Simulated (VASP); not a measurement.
# Te2Mo in VASP: further runs, part 2 of 2

VASP 6.6.1. Earlier steps stand in the parts before.

## Step 3: Single point, PBE+D3(BJ) (layers slid over each other)

INCAR

```
PREC = Accurate
ENCUT = 520
EDIFF = 1E-6
ISMEAR = 0
SIGMA = 0.05
LREAL = False
LASPH = True
NELM = 100
ALGO = Normal
ISIF = 2
LWAVE = False
LCHARG = False
LDIPOL = True
IDIPOL = 3
DIPOL = 0.5 0.5 0.402
GGA = PE
IVDW = 12
NBANDS = 35
```

KPOINTS

```
regular mesh
0
Gamma
  9 9 1
```

POSCAR

```
Te2Mo
1.0
    3.5038817003      0.0000000000      0.0000000000
   -1.7519408501      3.0344505643      0.0000000000
    0.0000000000      0.0000000000     24.7677199090
Te Mo
4 2
Direct
    0.3333333333      0.6666666667      0.1816881011
    0.3333333333      0.6666666667      0.3284056823
    0.6666666667      1.3333333333      0.4749674172
    0.6666666667      1.3333333333      0.6216849983
    0.6666666667      0.3333333333      0.2550468917
    0.3333333333      1.6666666667      0.5483262077
```

Potentials or basis: VASP PAW PBE potentials, release 64 (Te, Mo_sv).

Run with:

```console
$ cat potpaw_PBE.64/Te/POTCAR potpaw_PBE.64/Mo_sv/POTCAR > POTCAR
$ mpirun -np 1 vasp_std > vasp.out
```

OUTCAR:

```text
PREC = Accurate
   ENCUT = 520
   EDIFF = 1E-6
   ISMEAR = 0
   LREAL = False
   LASPH = True
   NELM = 100
   ISIF = 2
   GGA = PE
   IVDW = 12
 IVDW          = 12

 ion  position               nearest neighbor table
   1  0.333  0.667  0.182-   5 2.72   5 2.72   5 2.72   2 3.63
   2  0.333  0.667  0.328-   5 2.72   5 2.72   5 2.72   1 3.63
   3  0.667  0.333  0.475-   6 2.72   6 2.72   6 2.72   4 3.63
   4  0.667  0.333  0.622-   6 2.72   6 2.72   6 2.72   3 3.63
   5  0.667  0.333  0.255-   1 2.72   2 2.72   1 2.72   2 2.72   1 2.72   2 2.72
   6  0.333  0.667  0.548-   3 2.72   3 2.72   3 2.72   4 2.72   4 2.72   4 2.72

  LATTYP: Found a hexagonal cell.
 ALAT       =     3.5038817003
 C/A-ratio  =     7.0686518631

  Lattice vectors:

 A1 = (   3.5038817003,   0.0000000000,   0.0000000000)
 A2 = (  -1.7519408501,   3.0344505643,   0.0000000000)
 A3 = (   0.0000000000,   0.0000000000,  24.7677199090)

Analysis of symmetry for initial positions (statically):
=====================================================================
 Subroutine PRICEL returns:
 Original cell was already a primitive cell.

 Routine SETGRP: Setting up the symmetry group for a
 hexagonal supercell.

 Subroutine GETGRP returns: Found 12 space group operations
 (whereof  6 operations were pure point group operations)
 out of a pool of 24 trial point group operations.

The static configuration has the point symmetry C_3v.
 The point group associated with its full space group is D_3d.

Analysis of symmetry for dynamics (positions and initial velocities):
=====================================================================
 Subroutine PRICEL returns:
 Original cell was already a primitive cell.

 Routine SETGRP: Setting up the symmetry group for a
 hexagonal supercell.

 Subroutine GETGRP returns: Found 12 space group operations
 (whereof  6 operations were pure point group operations)
 out of a pool of 24 trial point group operations.

The dynamic configuration has the point symmetry C_3v.
[... 125 lines left out ...]
   LRPA    =     F    only Hartree local field effects (RPA)
 non-spin polarized calculation
 Gauss-broadening in eV      SIGMA  =   0.05
  energy-cutoff  :      520.00
  volume of cell :      263.34
 maximum number of plane-waves:      7173
 NGX is ok and might be reduce to    28
   NGX = 13   NGY = 13   NGZ = 93

 dipolmoment           0.000000      0.000000      0.000026 electrons x Angstroem

 number of electron      52.0000000 magnetization

 dipolmoment           0.000000      0.000000     -0.000000 electrons x Angstroem

 Free energy of the ion-electron system (eV)
  ---------------------------------------------------
  ext. energy  EPLUGINS =         0.00000000
  ---------------------------------------------------
  free energy    TOTEN  =       -36.02081669 eV

  energy without entropy =      -36.02081669  energy(sigma->0) =      -36.02081669

 E-fermi :   2.8157     XC(G=0):  -6.4182

 val. band max:        2.4998202505   @ k =   0.3333   0.3333   0.0000
 cond. band min:       3.5920791465   @ k =   0.2222   0.2222   0.0000
 fundamental gap:      1.0922588961
 Fermi energy:         2.8156794086

 k-point     1 :       0.0000    0.0000    0.0000
  band No.  band energies     occupation
      1     -58.1886      2.00000
      2     -58.1886      2.00000
      3     -32.3648      2.00000
      4     -32.3648      2.00000
      5     -32.2220      2.00000
      6     -32.2219      2.00000
[... 445 lines left out ...]
     34       6.5108      0.00000
     35       7.2679      0.00000

------------------------ aborting loop because EDIFF is reached ----------------------------------------

 vacuum level on the upper side and lower side of the slab       (xc-potential included)        -0.161        -0.161

 Edisp (eV)   -2.75846

 E8    (eV) :    -1.3053

  FORCE on cell =-STRESS in cart. coord.  units (eV):
  Direction    XX          YY          ZZ          XY          YZ          ZX
  --------------------------------------------------------------------------------------
  -------------------------------------------------------------------------------------
  Total      -0.24989    -0.24989    -0.66663    -0.00000     0.00000    -0.00000
  in kB      -1.52033    -1.52033    -4.05581    -0.00000     0.00000    -0.00000
  external pressure =       -2.37 kB  Pullay stress =        0.00 kB

 VOLUME and BASIS-vectors are now :
 -----------------------------------------------------------------------------
  energy-cutoff  :      520.00
  volume of cell :      263.34
      direct lattice vectors                 reciprocal lattice vectors
     3.503881700  0.000000000  0.000000000     0.285397763  0.164774475  0.000000000
    -1.751940850  3.034450564  0.000000000     0.000000000  0.329548951  0.000000000
     0.000000000  0.000000000 24.767719909     0.000000000  0.000000000  0.040375134

 POSITION                                       TOTAL-FORCE (eV/Angst)
 -----------------------------------------------------------------------------------
     -0.00000      2.02297      4.50000        -0.000000     -0.000000      0.002255
     -0.00000      2.02297      8.13386        -0.000000     -0.000000      0.134080
      1.75194      1.01148     11.76386         0.000000      0.000000     -0.134080
      1.75194      1.01148     15.39772         0.000000      0.000000     -0.002255
      1.75194      1.01148      6.31693         0.000000     -0.000000      0.013476
     -0.00000      2.02297     13.58079        -0.000000      0.000000     -0.013476
 -----------------------------------------------------------------------------------
    total drift:                                0.000000      0.000000      0.000017

  FREE ENERGIE OF THE ION-ELECTRON SYSTEM (eV)
  ---------------------------------------------------
  free  energy   TOTEN  =       -38.7792794669 eV

  energy  without entropy=      -38.7792794669  energy(sigma->0) =      -38.77927947

 vacuum level on the upper side and lower side of the slab         7.185         7.185
```

OSZICAR:

```text
N       E                     dE             d eps       ncg     rms          rms(c)
DAV:   1     0.380573852389E+03    0.38057E+03   -0.25852E+04  1016   0.123E+03
DAV:   2    -0.123035221783E+02   -0.39288E+03   -0.38206E+03  1080   0.283E+02
DAV:   3    -0.364760008850E+02   -0.24172E+02   -0.23774E+02  1061   0.609E+01
[... 15 lines left out ...]
DAV:  19    -0.360207787041E+02   -0.48247E-04   -0.24921E-06   765   0.766E-03    0.805E-03
DAV:  20    -0.360208023789E+02   -0.23675E-04   -0.59206E-07   677   0.241E-03    0.778E-03
DAV:  21    -0.360208135491E+02   -0.11170E-04   -0.46648E-07   666   0.260E-03    0.303E-03
DAV:  22    -0.360208161372E+02   -0.25882E-05   -0.13317E-07   592   0.103E-03    0.767E-04
DAV:  23    -0.360208166920E+02   -0.55475E-06   -0.38351E-08   513   0.599E-04
   1 F= -.38779279E+02 E0= -.38779279E+02  d E =-.324815E-20
```

Wall time 8.7 min (1 thread of Intel Xeon 8259CL, shared host); peak memory 0.44 GiB.

Results:

| Quantity | Value |
| --- | --- |
| Free energy | -38.7793 eV |
| Largest force | 0.134 eV/Å |
| Band gap on the k mesh | 1.09 eV (least direct gap 1.15 eV) |
| Dispersion energy per atom | -0.460 eV |

Forces on the atoms (eV/Å):
```
Te   0.000  0.000  0.002
Te   0.000  0.000  0.134
Te   0.000  0.000 -0.134
Te   0.000  0.000 -0.002
Mo   0.000  0.000  0.013
Mo   0.000  0.000 -0.013
```

Levels at points of the mesh, in eV from the valence-band top:
| k point | band 22 | band 23 | band 24 | band 25 | band 26 | band 27 | band 28 | band 29 | band 30 | band 31 |
| --- | --- | --- | --- | --- | --- | --- | --- | --- | --- | --- |
| (0.00, 0.00, 0.00) | -0.86 | -0.85 | -0.85 | -0.74 | -0.18 | 3.14 | 3.14 | 3.18 | 3.18 | 3.41 |

Caveat: the cell differs from its parent crystal (layers slid over each other); spin-orbit coupling is left out, which moves the levels of the heavy elements.

## Step 4: Single point, PBE+D3(BJ) (layers slid over each other)

INCAR

```
SYSTEM = Te2Mo
PREC = Accurate
ENCUT = 520
EDIFF = 1E-7
ISMEAR = 0
SIGMA = 0.05
LREAL = .FALSE.
LASPH = .TRUE.
NELM = 100
ALGO = Normal
ISIF = 2
LWAVE = .FALSE.
LCHARG = .FALSE.
LDIPOL = .TRUE.
IDIPOL = 3
DIPOL = 0.5 0.5 0.402
GGA = PE
IVDW = 12
NBANDS = 35
```

KPOINTS

```
regular mesh
0
G
  9 9 1
  0 0 0
```

POSCAR

```
Te2Mo
1.0
    3.5038817003      0.0000000000      0.0000000000
   -1.7519408501      3.0344505643      0.0000000000
    0.0000000000      0.0000000000     24.7677199090
Te Mo
4 2
Direct
    0.3333333333      0.6666666667      0.1816881011
    0.3333333333      0.6666666667      0.3284056823
    1.0000000000      1.0000000000      0.4749674172
    1.0000000000      1.0000000000      0.6216849983
    0.6666666667      0.3333333333      0.2550468917
    0.6666666667      1.3333333333      0.5483262077
```

Run with:

```console
$ cat potpaw_PBE.64/Te/POTCAR potpaw_PBE.64/Mo_sv/POTCAR > POTCAR
$ mpirun -np 1 vasp_std > vasp.out
```

Run time: 9.6 min. Hardware: 1 thread of Intel Xeon 8259CL, shared host; peak memory 0.4 GiB.

The run converged. Its results:

| Item | Value |
| --- | --- |
| Free energy | -38.7448 eV |
| Largest force | 0.057 eV/Å |
| Band gap on the k mesh | 1.14 eV (least direct gap 1.17 eV) |
| Dispersion energy per atom | -0.460 eV |

Forces on the atoms (eV/Å):
```
Te   0.000  0.000 -0.008
Te   0.000  0.000  0.057
Te   0.000  0.000 -0.057
Te   0.000  0.000  0.008
Mo   0.000  0.000  0.033
Mo   0.000  0.000 -0.033
```

Levels at points of the mesh, in eV from the valence-band top:
| k point | band 23 | band 24 | band 25 | band 26 | band 27 | band 28 | band 29 | band 30 |
| --- | --- | --- | --- | --- | --- | --- | --- | --- |
| (0.00, 0.00, 0.00) | -0.83 | -0.83 | -0.71 | -0.14 | 3.15 | 3.15 | 3.23 | 3.23 |

Caveat: the cell differs from its parent crystal (layers slid over each other); spin-orbit coupling is left out, which moves the levels of the heavy elements.

## Step 5: Summary

```csv
cell,gap on the mesh (eV),largest force (eV/Å)
"as given, atomic positions A",1.12,0.20
"as given, atomic positions B",1.09,0.13
"as given, atomic positions C",1.14,0.06
```

Alike in all rows: task single point; level PBE+D3(BJ); potentials or basis VASP PAW PBE potentials, release 64 (Te, Mo_sv); no spin polarisation; k mesh 9 × 9 × 1; cutoff (eV) 520; smearing gaussian 0.05 eV.

Caveats: spin-orbit coupling is left out, which moves the levels of the heavy elements.

Total energies depend on the potentials used, so only differences within one code and one set of settings carry meaning.
